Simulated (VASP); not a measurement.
# PbSe in VASP: notebook

The runs below take PbSe through single point, with PBE+D3(BJ), PBE+D4.

Everything below comes from runs of VASP 6.6.1. Logs are shortened: lines on timing, memory, paths and dates and some standing lists are left out, and cuts for length are marked.

## 1. The cell of the first run

The typed cell holds 4 atoms: a = 7.161 Å, b = 4.344 Å, c = 7.161 Å, α = 72.34°, β = 35.31°, γ = 72.34°.

## 2. Single point, PBE+D3(BJ)

INCAR

```
PREC = Accurate
ENCUT = 520
EDIFF = 1E-7
ISMEAR = -1
SIGMA = 0.02
LREAL = False
LASPH = True
NELM = 100
ALGO = Normal
ISIF = 2
LWAVE = False
LCHARG = False
GGA = PE
IVDW = 12
NBANDS = 28
```

KPOINTS

```
Automatic mesh
0
Gamma
  6 6 6
```

POSCAR

```
PbSe
1.0
    0.0000000000      6.4683072635      3.0715737860
    3.0716484042      0.0000000000      3.0715737860
    3.0716484042      6.4683072635      0.0000000000
Pb Se
2 2
Direct
    0.1319616313      0.8511026306      0.1488973694
    0.8511026306      0.1319616313      0.8680383687
    0.6338245840      0.3491121541      0.6508878459
    0.3491121541      0.6338245840      0.3661754160
```

Potentials or basis: VASP PAW PBE potentials, release 64 (Pb_d, Se).

The run is started by

```
> cat potpaw_PBE.64/Pb_d/POTCAR potpaw_PBE.64/Se/POTCAR > POTCAR
> mpirun -np 1 vasp_std > vasp.out
```

OUTCAR:

```text
PREC = Accurate
   ENCUT = 520
   EDIFF = 1E-7
   ISMEAR = -1
   LREAL = False
   LASPH = True
   NELM = 100
   ISIF = 2
   GGA = PE
   IVDW = 12
 IVDW          = 12

 ion  position               nearest neighbor table
   1  0.132  0.851  0.149-   4 2.81   3 3.07   3 3.07   3 3.07   3 3.07   2 3.63
   2  0.851  0.132  0.868-   3 2.81   4 3.07   4 3.07   4 3.07   4 3.07   1 3.63
   3  0.634  0.349  0.651-   2 2.81   1 3.07   1 3.07   1 3.07   1 3.07
   4  0.349  0.634  0.366-   1 2.81   2 3.07   2 3.07   2 3.07   2 3.07

  LATTYP: Found a face centered orthorhombic cell.
 ALAT       =     6.1431475720
 B/A-ratio  =     1.0000242931
 C/A-ratio  =     2.1058609411

  Lattice vectors:

 A1 = (  -3.0716484042,  -6.4683072635,   0.0000000000)
 A2 = (   0.0000000000,  -6.4683072635,   3.0715737860)
 A3 = (  -3.0716484042,   0.0000000000,   3.0715737860)

Analysis of symmetry for initial positions (statically):
=====================================================================
 Subroutine PRICEL returns:
 Original cell was already a primitive cell.

 Routine SETGRP: Setting up the symmetry group for a
 face centered orthorhombic supercell.

 Subroutine GETGRP returns: Found  4 space group operations
 (whereof  4 operations were pure point group operations)
 out of a pool of  8 trial point group operations.

The static configuration has the point symmetry C_2v.

Analysis of symmetry for dynamics (positions and initial velocities):
=====================================================================
 Subroutine PRICEL returns:
 Original cell was already a primitive cell.

 Routine SETGRP: Setting up the symmetry group for a
 face centered orthorhombic supercell.

 Subroutine GETGRP returns: Found  4 space group operations
 (whereof  4 operations were pure point group operations)
 out of a pool of  8 trial point group operations.

The dynamic configuration has the point symmetry C_2v.

 Subroutine INISYM returns: Found  4 space group operations
 (whereof  4 operations are pure point group operations),
 and found     1 'primitive' translations

----------------------------------------------------------------------------------------

                                     Primitive cell

  volume of cell :     122.0543

  direct lattice vectors                    reciprocal lattice vectors
     0.000000000  6.468307263  3.071573786    -0.162779047  0.077299977  0.162783001
     3.071648404  0.000000000  3.071573786     0.162779047 -0.077299977  0.162783001
     3.071648404  6.468307263  0.000000000     0.162779047  0.077299977 -0.162783001

  length of vectors
     7.160556150  4.343914069  7.160588158     0.242838650  0.242838650  0.242838650

  position of ions in fractional coordinates (direct lattice)
     0.131961631  0.851102631  0.148897369
     0.851102631  0.131961631  0.868038369
     0.633824584  0.349112154  0.650887846
     0.349112154  0.633824584  0.366175416

  ion indices of the primitive-cell ions
   primitive index   ion index
                 1           1
                 2           2
                 3           3
                 4           4

----------------------------------------------------------------------------------------

 KPOINTS: Automatic mesh

Automatic generation of k-mesh.
 Grid dimensions read from file:
 generate k-points for:    6    6    6

 Generating k-lattice:

  Cartesian coordinates                     Fractional coordinates (reciprocal lattice)
    -0.027129841  0.012883329  0.027130500     0.166666667  0.000000000  0.000000000
     0.027129841 -0.012883329  0.027130500     0.000000000  0.166666667 -0.000000000
     0.027129841  0.012883329 -0.027130500     0.000000000 -0.000000000  0.166666667

  Length of vectors
     0.040473108  0.040473108  0.040473108

  Shift w.r.t. Gamma in fractional coordinates (k-lattice)
     0.000000000  0.000000000  0.000000000

 Subroutine IBZKPT returns following result:
 ===========================================

 Found     46 irreducible k-points:

 Following reciprocal coordinates:
            Coordinates               Weight
  0.000000  0.000000  0.000000      1.000000
  0.166667  0.000000  0.000000      8.000000
  0.333333  0.000000  0.000000      8.000000
  0.500000  0.000000  0.000000      4.000000
  0.166667  0.166667  0.000000      2.000000
  0.333333  0.166667  0.000000      8.000000
[... 16 lines left out ...]
 -0.166667  0.166667  0.166667      8.000000
  0.500000  0.333333  0.166667      4.000000
 [... further k-points ...]
   k-points           NKPTS =     46   k-points in BZ     NKDIM =     46   number of bands    NBANDS=     28
   number of dos      NEDOS =    301   number of ions     NIONS =      4
   total plane-waves  NPLWV =  93312
   dimension x,y,z NGX =    54 NGY =   32 NGZ =   54
   dimension x,y,z NGXF=   108 NGYF=   64 NGZF=  108
   ions per type =               2   2
   NGX,Y,Z   is equivalent  to a cutoff of  12.54, 12.25, 12.54 a.u.
   NGXF,Y,Z  is equivalent  to a cutoff of  25.07, 24.49, 25.07 a.u.
 SYSTEM =  unknown system
   PREC   = accura    normal or accurate (medium, high low for compatibility)
   ISTART =      0    job   : 0-new  1-cont  2-samecut
   ICHARG =      2    charge: 1-file 2-atom 10-const
   ISPIN  =      1    spin polarized calculation?
   LNONCOLLINEAR =      F non collinear calculations
   LSORBIT =      F    spin-orbit coupling
   LASPH  =      T    aspherical Exc in radial PAW
   ENCUT  =  520.0 eV  38.22 Ry    6.18 a.u.  13.31  8.08 13.31*2*pi/ulx,y,z
   NELM   =    100;   NELMIN=  2; NELMDL= -5     # of ELM steps
   EDIFF  = 0.1E-06   stopping-criterion for ELM
   LREAL  =      F    real-space projection
   EDIFFG = 0.1E-05   stopping-criterion for IOM
   NSW    =      0    number of steps for IOM
   IBRION =     -1    ionic relax: 0-MD 1-quasi-New 2-CG
   NFREE  =      0    steps in history (QN), initial steepest desc. (CG)
   ISIF   =      2    stress and relaxation
   ISYM   =      2    0-nonsym 1-usesym 2-fastsym
   POTIM  = 0.5000    time-step for ionic-motion
   TEBEG  =    0.0;   TEEND  =   0.0 temperature during run
   PSTRESS=    0.0 pullay stress
   NELECT =      40.0000    total number of electrons
   NUPDOWN=      -1.0000    fix difference up-down
   EMIN   =  10.00;   EMAX   =-10.00  energy-range for DOS
   EFERMI =   0.00;   METHOD = LEGACY
   ISMEAR =    -1;   SIGMA  =   0.02  broadening in eV -4-tet -1-fermi 0-gaus
   EFERMI_NEDOS =   21; number of points for ismear=-14 and -15
   IALGO  =     38    algorithm
   IMIX   =      4    mixing-type and parameters
     AMIX     =   0.40;   BMIX     =  1.00
     AMIX_MAG =   1.60;   BMIX_MAG =  1.00
  volume/ion in A,a.u.               =      30.51       205.92
  Fermi-wavevector in a.u.,A,eV,Ry     =   1.128696  2.132927 17.333217  1.273956
  Thomas-Fermi vector in A             =   2.265387
   LORBIT       =      0    0 simple, 1 ext, 2 COOP (PROOUT), +10 PAW based schemes
   GGA     = PE    functional components
   LHFCALC =     F    Hartree Fock is set to
   AEXX    =    0.0000 exact exchange contribution
   IVDW    =    12    specifies the selected vdW correction
   LEPSILON=     F    determine dielectric tensor
   LRPA    =     F    only Hartree local field effects (RPA)
 non-spin polarized calculation
  energy-cutoff  :      520.00
  volume of cell :      122.05
 maximum number of plane-waves:      3316
 NGX is ok and might be reduce to    54
   NGX = 27   NGY = 17   NGZ = 27

 number of electron      39.9999999 magnetization

 Free energy of the ion-electron system (eV)
  ---------------------------------------------------
  ext. energy  EPLUGINS =         0.00000000
  ---------------------------------------------------
  free energy    TOTEN  =       -16.04162324 eV

  energy without entropy =      -16.04162323  energy(sigma->0) =      -16.04162323

 E-fermi :   4.5517     XC(G=0):  -9.1601

 val. band max:        4.2581098807   @ k =   0.0000   0.0000   0.0000
 cond. band min:       4.8456916868   @ k =   0.5000   0.0000   0.5000
 fundamental gap:      0.5875818061
 Fermi energy:         4.5517375283

 k-point     1 :       0.0000    0.0000    0.0000
  band No.  band energies     occupation
      1     -12.4639      2.00000
      2     -12.4374      2.00000
      3     -12.4039      2.00000
      4     -12.3923      2.00000
      5     -12.3856      2.00000
      6     -12.3657      2.00000
[... 20 lines left out ...]
     27      10.0522      0.00000
     28      10.0527      0.00000

 k-point     2 :       0.1667    0.0000    0.0000
  band No.  band energies     occupation
      1     -12.4672      2.00000
      2     -12.4202      2.00000
      3     -12.3974      2.00000
      4     -12.3922      2.00000
      5     -12.3870      2.00000
      6     -12.3780      2.00000
[... 20 lines left out ...]
     27       9.9751      0.00000
     28      10.5153      0.00000

 k-point     3 :       0.3333    0.0000    0.0000
  band No.  band energies     occupation
      1     -12.4677      2.00000
      2     -12.4030      2.00000
      3     -12.3986      2.00000
      4     -12.3950      2.00000
      5     -12.3851      2.00000
      6     -12.3806      2.00000
[... 20 lines left out ...]
     27      11.3859      0.00000
     28      11.6180      0.00000

 k-point     4 :       0.5000    0.0000    0.0000
  band No.  band energies     occupation
      1     -12.4671      2.00000
      2     -12.4056      2.00000
      3     -12.4051      2.00000
      4     -12.3919      2.00000
      5     -12.3866      2.00000
      6     -12.3762      2.00000
[... 578 lines left out ...]
     27      10.4017      0.00000
     28      11.5118      0.00000

 k-point    23 :      -0.1667    0.1667    0.1667
  band No.  band energies     occupation
      1     -12.4596      2.00000
      2     -12.4308      2.00000
      3     -12.4092      2.00000
      4     -12.3814      2.00000
      5     -12.3798      2.00000
      6     -12.3758      2.00000
[... 20 lines left out ...]
     27      11.1873      0.00000
     28      11.6300      0.00000

 k-point    24 :       0.5000    0.3333    0.1667
  band No.  band energies     occupation
      1     -12.4852      2.00000
      2     -12.4605      2.00000
      3     -12.4099      2.00000
      4     -12.3841      2.00000
      5     -12.3837      2.00000
      6     -12.3623      2.00000
[... 20 lines left out ...]
     27      10.2143      0.00000
     28      10.7523      0.00000

 [... further k-points ...]

------------------------ aborting loop because EDIFF is reached ----------------------------------------

 Edisp (eV)   -1.38581

 E8    (eV) :    -0.6478

  FORCE on cell =-STRESS in cart. coord.  units (eV):
  Direction    XX          YY          ZZ          XY          YZ          ZX
  --------------------------------------------------------------------------------------
  -------------------------------------------------------------------------------------
  Total      -0.01916     0.00087    -0.01696     0.00000     0.00000     0.00000
  in kB      -0.25153     0.01138    -0.22268     0.00000     0.00000     0.00000
  external pressure =       -0.15 kB  Pullay stress =        0.00 kB

 VOLUME and BASIS-vectors are now :
 -----------------------------------------------------------------------------
  energy-cutoff  :      520.00
  volume of cell :      122.05
      direct lattice vectors                 reciprocal lattice vectors
     0.000000000  6.468307263  3.071573786    -0.162779047  0.077299977  0.162783001
     3.071648404  0.000000000  3.071573786     0.162779047 -0.077299977  0.162783001
     3.071648404  6.468307263  0.000000000     0.162779047  0.077299977 -0.162783001

 POSITION                                       TOTAL-FORCE (eV/Angst)
 -----------------------------------------------------------------------------------
      3.07165      1.81668      3.01955         0.000000     -0.007047     -0.000247
      3.07165     11.11993      3.01955         0.000000      0.007047     -0.000247
      3.07165      8.30991      3.01916         0.000000     -0.009147      0.000247
      3.07165      4.62670      3.01916         0.000000      0.009147      0.000247
 -----------------------------------------------------------------------------------
    total drift:                                0.000011     -0.000004     -0.000030

  FREE ENERGIE OF THE ION-ELECTRON SYSTEM (eV)
  ---------------------------------------------------
  free  energy   TOTEN  =       -17.4274341670 eV

  energy  without entropy=      -17.4274341646  energy(sigma->0) =      -17.42743417
```

Run time: 92 s. Hardware: 1 thread of AMD EPYC 9R45 (Zen 5), shared host; peak memory 0.34 GiB.

Results:

```
Free energy                : -17.4274 eV
Pressure                   : 0.0 GPa
Largest force              : 0.009 eV/Å
Band gap on the k mesh     : 0.59 eV (least direct gap 1.11 eV)
Dispersion energy per atom : -0.346 eV
```

Forces on the atoms (eV/Å):
```
Pb   0.000 -0.007  0.000
Pb   0.000  0.007  0.000
Se   0.000 -0.009  0.000
Se   0.000  0.009  0.000
```

Caveat: spin-orbit coupling is left out, which moves the levels of the heavy elements. A k mesh can miss the band edges.

## 3. Single point, PBE+D4

INCAR

```
SYSTEM = PbSe
PREC = Accurate
ENCUT = 520
EDIFF = 1E-7
ISMEAR = -1
SIGMA = 0.02
LREAL = .FALSE.
LASPH = .TRUE.
NELM = 80
ALGO = Normal
ISIF = 2
LWAVE = .FALSE.
LCHARG = .FALSE.
GGA = PE
IVDW = 13
NBANDS = 28
```

KPOINTS

```
Automatic mesh
0
G
  6 6 6
  0 0 0
```

POSCAR is that of step 2.

Potentials or basis: VASP PAW PBE potentials, release 64 (Pb_d, Se).

The run is started by

```
> cat potpaw_PBE.64/Pb_d/POTCAR potpaw_PBE.64/Se/POTCAR > POTCAR
> mpirun -np 1 vasp_std > vasp.out
```

Wall time 90 s (1 thread of AMD EPYC 9R45 (Zen 5), shared host); peak memory 0.33 GiB.

The run converged. Its results:

| Item | Value |
| --- | --- |
| Free energy | -17.5513 eV |
| Pressure | 0.0 GPa |
| Largest force | 0.007 eV/Å |
| Band gap on the k mesh | 0.59 eV (least direct gap 1.11 eV) |
| Dispersion energy per atom | -0.377 eV |

Forces on the atoms (eV/Å):
```
Pb   0.000 -0.005  0.000
Pb   0.000  0.005  0.000
Se   0.000 -0.007  0.000
Se   0.000  0.007  0.000
```

Levels at points of the mesh, in eV from the valence-band top:
| k point | band 16 | band 17 | band 18 | band 19 | band 20 | band 21 | band 22 | band 23 | band 24 | band 25 |
| --- | --- | --- | --- | --- | --- | --- | --- | --- | --- | --- |
| (0.00, 0.00, 0.00) | -2.70 | -2.70 | -1.91 | -1.91 | 0.00 | 3.69 | 4.37 | 4.38 | 4.42 | 4.71 |
| (0.50, 0.00, 0.00) | -2.09 | -1.37 | -1.20 | -0.64 | -0.28 | 1.07 | 1.59 | 1.94 | 2.42 | 2.50 |
| (0.50, 0.50, 0.00) | -4.36 | -3.43 | -3.00 | -2.50 | -0.96 | 2.19 | 4.12 | 4.62 | 5.63 | 5.77 |
| (0.50, 0.00, 0.50) | -2.92 | -2.38 | -1.62 | -1.62 | -1.33 | 0.59 | 4.03 | 5.02 | 5.03 | 5.35 |
| (0.00, 0.50, 0.50) | -4.36 | -3.43 | -3.00 | -2.50 | -0.96 | 2.19 | 4.12 | 4.62 | 5.63 | 5.77 |

Caveat: spin-orbit coupling is left out, which moves the levels of the heavy elements. A k mesh can miss the band edges.
